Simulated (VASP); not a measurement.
Runs of VASP 6.6.1 on Cu. The structure is that of space group Im-3m (No. 229), or close to it. The cells are those of the table. 

```tsv
potentials or basis	cell	cutoff (eV)	gap on the mesh (eV)	pressure (GPa)
VASP PAW LDA potentials, release 64 (Cu)	a = 2.379 Å, angles 110.5, 110.5, 107.4°, 1 atom	520	none	12.3
VASP PAW LDA potentials, release 64 (Cu_sv_GW)	a = 2.442 Å, angles 108.5, 108.5, 111.5°, 1 atom	820	none	(b)
VASP PAW LDA potentials, release 64 (Cu)	a = 2.384 Å, angles 107.5, 107.5, 113.5°, 1 atom	520	none	12.4
VASP PAW LDA potentials, release 64 (Cu)	a = 2.370 Å, angles 109.2, 109.2, 110.1°, 1 atom	520	none	(a)
VASP PAW LDA potentials, release 64 (Cu)	a = 2.372 Å, angles 108.2, 108.2, 112.1°, 1 atom	520	none	14.7
```

Alike in all rows: task single point; level LDA; no spin polarisation; k mesh 22 × 22 × 22; smearing gaussian 0.15 eV.

**Question.** Estimate the missing entries.

**Answer.** (a) 14.8; (b) -4.9.

Caveats: the cell stands under pressure (at least some runs); the cell stands under tension (at least some runs).

A gap of «none» marks levels without a gap at the run's occupations.

The runs don't all hold the same shells in valence.
